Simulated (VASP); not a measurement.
Set up this calculation in VASP 6.6.1, as the native input.

```
Task                   : single point
Functional             : PBEsol
Potentials or basis    : VASP PAW PBE potentials, release 64 (Sc_sv, Al)
Cutoff                 : 520 eV
k mesh                 : 9 × 9 × 9
Occupations            : gaussian, width 0.05 eV
Spin                   : no spin polarisation
Dipole correction      : no
Further INCAR settings : ALGO = Normal; EDIFF = 1e-06; NBANDS = 14
```

The structure of ScAl lies in POSCAR:

```
ScAl
1.0
    3.3247991459      0.0000000000      0.0000000000
    0.0000000000      3.3247991459      0.0000000000
    0.0000000000      0.0000000000      3.3247991459
Sc Al
1 1
Direct
    0.5000000000      0.5000000000      0.5000000000
    0.0000000000      0.0000000000      0.0000000000
```

These files were run (other wordings do the same):

INCAR

```
PREC     = Accurate       # precision mode
ENCUT    = 520            # plane-wave cutoff, eV
EDIFF    = 1E-6           # SCF threshold, eV
ISMEAR   = 0              # smearing method
SIGMA    = 0.05           # smearing width, eV
LREAL    = F              # projectors in reciprocal space
LASPH    = T              # aspherical terms in the spheres
NELM     = 80             # most SCF steps
ALGO     = Normal         # electronic algorithm
ISIF     = 2              # what is computed and relaxed
LWAVE    = F              # write WAVECAR
LCHARG   = T              # write CHGCAR
GGA      = PS             # functional
LELF     = T              # ELF
LVHAR    = T            
NBANDS   = 14             # bands
```

KPOINTS

```
Automatic mesh
0
Gamma
  9 9 9
```

Potentials or basis: VASP PAW PBE potentials, release 64 (Sc_sv, Al).

Run with:

```sh
$ cat potpaw_PBE.64/Sc_sv/POTCAR potpaw_PBE.64/Al/POTCAR > POTCAR
$ mpirun -np 1 vasp_std > vasp.out
```

It gave:

| Quantity | Value |
| --- | --- |
| Pressure | 1.5 GPa |
| Band gap on the k mesh | zero (band 7 reaches 6.50 eV, above the bottom of band 8 at 5.84 eV) |

Caveat: the PAW data sets were made with another functional, which shifts forces and pressure a little.

Wall time 25 s on 1 thread of AMD EPYC 7R13 (shared host), peak memory 0.13 GiB.
